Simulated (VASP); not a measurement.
# SiC (P6_3mc) in VASP: vibrations by perturbation theory with PBE

Aim: the vibrations by perturbation theory of SiC with PBE.

Program: VASP 6.6.1. These are calculated values, not measurements. Logs are shortened: lines on timing, memory, paths and dates and some standing lists are left out, and cuts for length are marked.

### 1 The cell of the first run

It takes space group P6_3mc (No. 186, hexagonal). The conventional cell has a = 3.092 Å, b = 3.092 Å, c = 5.074 Å, α = 90.00°, β = 90.00°, γ = 120.00°. Within 2.5 Å of Si (site symmetry 3m) lie 4 C at 1.89 to 1.91 Å. Within 2.5 Å of C (site symmetry 3m) lie 4 Si at 1.89 to 1.91 Å.

### 2 Vibrations by perturbation theory, PBE

INCAR reads:

```
PREC = Accurate
ENCUT = 520
EDIFF = 1E-8
ISMEAR = 0
SIGMA = 0.01
LREAL = False
LASPH = True
NELM = 60
ALGO = Normal
ISIF = 2
LWAVE = False
LCHARG = False
GGA = PE
NBANDS = 16
IBRION = 8
NSW = 1
LEPSILON = True
```

KPOINTS reads:

```
Automatic mesh
0
Gamma
  12 12 6
```

POSCAR reads:

```
SiC
1.0
    3.0919365181      0.0000000000      0.0000000000
   -1.5459682590      2.6776955715      0.0000000000
    0.0000000000      0.0000000000      5.0742922873
Si C
2 2
Direct
    0.3333333333      0.6666666667      0.4995817071
    0.6666666667      0.3333333333      0.9995817071
    0.3333333333      0.6666666667      0.8754182929
    0.6666666667      0.3333333333      0.3754182929
```

Potentials or basis: VASP PAW PBE potentials, release 64 (Si, C).

On the command line:

```
cat potpaw_PBE.64/Si/POTCAR potpaw_PBE.64/C/POTCAR > POTCAR
mpirun -np 1 vasp_std > vasp.out
```

OUTCAR:

```text
PREC = Accurate
   ENCUT = 520
   EDIFF = 1E-8
   ISMEAR = 0
   LREAL = False
   LASPH = True
   NELM = 60
   ISIF = 2
   GGA = PE
   IBRION = 8
   NSW = 1
   LEPSILON = True

 ion  position               nearest neighbor table
   1  0.333  0.667  0.500-   4 1.89   4 1.89   4 1.89   3 1.91   2 3.10   2 3.10   2 3.10   2 3.10
                             2 3.10   2 3.10
   2  0.667  0.333  1.000-   3 1.89   3 1.89   3 1.89   4 1.91   1 3.10   1 3.10   1 3.10   1 3.10
                             1 3.10   1 3.10
   3  0.333  0.667  0.875-   2 1.89   2 1.89   2 1.89   1 1.91
   4  0.667  0.333  0.375-   1 1.89   1 1.89   1 1.89   2 1.91

  LATTYP: Found a hexagonal cell.
 ALAT       =     3.0919365181
 C/A-ratio  =     1.6411372800

  Lattice vectors:

 A1 = (   3.0919365181,   0.0000000000,   0.0000000000)
 A2 = (  -1.5459682590,   2.6776955715,   0.0000000000)
 A3 = (   0.0000000000,   0.0000000000,   5.0742922873)

Analysis of symmetry for initial positions (statically):
=====================================================================
 Subroutine PRICEL returns:
 Original cell was already a primitive cell.

 Routine SETGRP: Setting up the symmetry group for a
 hexagonal supercell.

 Subroutine GETGRP returns: Found 12 space group operations
 (whereof  6 operations were pure point group operations)
 out of a pool of 24 trial point group operations.

The static configuration has the point symmetry C_3v.
 The point group associated with its full space group is C_6v.

Analysis of symmetry for dynamics (positions and initial velocities):
=====================================================================
 Subroutine PRICEL returns:
 Original cell was already a primitive cell.

 Routine SETGRP: Setting up the symmetry group for a
 hexagonal supercell.

 Subroutine GETGRP returns: Found 12 space group operations
 (whereof  6 operations were pure point group operations)
 out of a pool of 24 trial point group operations.
[... 730 lines left out ...]
 ion    1
    1     2.64541     0.00000     0.00000
    2     0.00000     2.64541     0.00000
    3     0.00000    -0.00000     2.84425
 ion    2
    1     2.64541     0.00000    -0.00000
    2     0.00000     2.64541    -0.00000
    3    -0.00000     0.00000     2.84425
 ion    3
    1    -2.64541    -0.00000     0.00000
    2    -0.00000    -2.64541    -0.00000
    3     0.00000     0.00000    -2.84425
 ion    4
    1    -2.64541    -0.00000     0.00000
    2    -0.00000    -2.64541     0.00000
    3     0.00000     0.00000    -2.84425

 INTERNAL STRAIN TENSOR FOR ION    4 for displacements in x,y,z  (eV/Angst):
          X           Y           Z          XY          YZ          ZX
  --------------------------------------------------------------------------------
  x     0.00000    -0.00000     0.00000     8.84964     0.00000     5.28009
  y     8.84964    -8.84964    -0.00000    -0.00000     5.47160     0.00000
  z     4.64175     4.64175    -8.74808     0.00000     0.00000    -0.00000

 SECOND DERIVATIVES (NOT SYMMETRIZED)
 ------------------------------------
               1X          1Y          1Z          2X          2Y          2Z          3X          3Y          3Z          4X          4Y          4Z
  1X   -19.372954   -0.000000    0.000000    0.613659    0.000000    0.000000    2.165936    0.000000    0.000000   16.593360    0.000000    0.000000
  1Y    -0.000000  -19.372954    0.000000    0.000000    0.613659    0.000000    0.000000    2.165936    0.000000    0.000000   16.593360    0.000000
  1Z     0.000000    0.000000  -26.350096    0.000000   -0.000000    8.967480    0.000000   -0.000000    8.379039    0.000000    0.000000    9.003576
  2X     0.613659    0.000000    0.000000  -19.372954   -0.000000   -0.000000   16.593360    0.000000    0.000000    2.165936    0.000000    0.000000
  2Y     0.000000    0.613659   -0.000000   -0.000000  -19.372954    0.000000    0.000000   16.593360   -0.000000    0.000000    2.165936    0.000000
  2Z     0.000000    0.000000    8.967480    0.000000   -0.000000  -26.350096   -0.000000    0.000000    9.003576   -0.000000    0.000000    8.379039
  3X     2.166312    0.000000    0.000000   16.594542    0.000000   -0.000000  -18.748507   -0.000000   -0.000000   -0.012347   -0.000000    0.000000
  3Y     0.000000    2.166312   -0.000000    0.000000   16.594542    0.000000   -0.000000  -18.748507   -0.000000   -0.000000   -0.012347   -0.000000
  3Z    -0.000000   -0.000000    8.334164    0.000000   -0.000000    9.043576   -0.000000   -0.000000  -23.361072    0.000000    0.000000    5.983332
  4X    16.594542    0.000000    0.000000    2.166312    0.000000   -0.000000   -0.012347   -0.000000   -0.000000  -18.748507   -0.000000    0.000000
  4Y     0.000000   16.594542   -0.000000    0.000000    2.166312    0.000000   -0.000000   -0.012347    0.000000   -0.000000  -18.748507    0.000000
  4Z    -0.000000    0.000000    9.043576    0.000000    0.000000    8.334164   -0.000000    0.000000    5.983332    0.000000    0.000000  -23.361072

 Eigenvectors and eigenvalues of the dynamical matrix
 ----------------------------------------------------

   1 f  =   24.441201 THz   153.568593 2PiTHz  815.270701 cm-1   101.080639 meV
             X         Y         Z           dx          dy          dz
     -0.000000  1.785130  2.535024     0.000000    0.000000    0.021628
      1.545968  0.892565  5.072170     0.000000    0.000000   -0.021628
     -0.000000  1.785130  4.442128    -0.000000   -0.000000    0.706776
      1.545968  0.892565  1.904982    -0.000000   -0.000000   -0.706776
[... 71 lines left out ...]
  12 f/i=    0.001444 THz     0.009070 2PiTHz    0.048153 cm-1     0.005970 meV
             X         Y         Z           dx          dy          dz
     -0.000000  1.785130  2.535024    -0.000000   -0.000000    0.591771
      1.545968  0.892565  5.072170    -0.000000   -0.000000    0.591771
     -0.000000  1.785130  4.442128    -0.000000   -0.000000    0.387050
      1.545968  0.892565  1.904982    -0.000000   -0.000000    0.387050

--------------------------------------------------------------------------------------------------------

 MACROSCOPIC STATIC DIELECTRIC TENSOR IONIC CONTRIBUTION
 ------------------------------------------------------
           3.213512     0.000000    -0.000000
           0.000000     3.213512    -0.000000
          -0.000000    -0.000000     4.009686
 ------------------------------------------------------

 ELASTIC MODULI CONTR FROM IONIC RELAXATION (kBar)
 Direction    XX          YY          ZZ          XY          YZ          ZX
 --------------------------------------------------------------------------------
 XX        -413.8791    224.5512    178.4288     -0.0000     -0.0000      0.0000
 YY         224.5512   -413.8791    178.4288     -0.0000      0.0000     -0.0000
 ZZ         178.4288    178.4288   -336.3141      0.0000     -0.0000     -0.0000
 XY          -0.0000     -0.0000      0.0000   -319.2152      0.0000      0.0000
 YZ          -0.0000     -0.0000     -0.0000      0.0000   -105.1257     -0.0000
 ZX           0.0000     -0.0000     -0.0000     -0.0000     -0.0000   -112.8499
 --------------------------------------------------------------------------------

 PIEZOELECTRIC TENSOR IONIC CONTR  for field in x, y, z        (C/m^2)
          XX          YY          ZZ          XY          YZ          ZX
  --------------------------------------------------------------------------------
  x     0.00000    -0.00000    -0.00000    -0.00000    -0.00000    -0.56665
  y    -0.00000    -0.00000    -0.00000     0.00000    -0.54691    -0.00000
  z    -0.57972    -0.57972     1.09270    -0.00000     0.00000     0.00000
```

Wall time 14 min (1 thread of Intel Xeon 6975P-C (Granite Rapids), shared host); peak memory 0.67 GiB.

What came out:

```
Electronic dielectric tensor (diagonal)                 : 6.96, 6.96, 7.33
Born charges (mean of the diagonal)                     : Si +2.71; C -2.71 e
Highest phonon frequency at Γ, LO-TO splitting left out : 815 cm⁻¹
```

Phonon frequencies in cm⁻¹ (negative: imaginary):
| q point | frequencies |
| --- | --- |
| (0.000, 0.000, 0.000) | 0 0 0 257 257 585 743 743 749 779 779 815 |

Electronic dielectric tensor:
```
6.96 0.00 0.00
0.00 6.96 0.00
0.00 0.00 7.33
```

Born effective charge tensors (e):
atom 1, Si
```
2.65 0.00 0.00
0.00 2.65 0.00
0.00 0.00 2.84
```
atom 2, Si
```
2.65 0.00 0.00
0.00 2.65 0.00
0.00 0.00 2.84
```
atom 3, C
```
-2.65  0.00  0.00
 0.00 -2.65  0.00
 0.00  0.00 -2.84
```
atom 4, C
```
-2.65  0.00  0.00
 0.00 -2.65  0.00
 0.00  0.00 -2.84
```
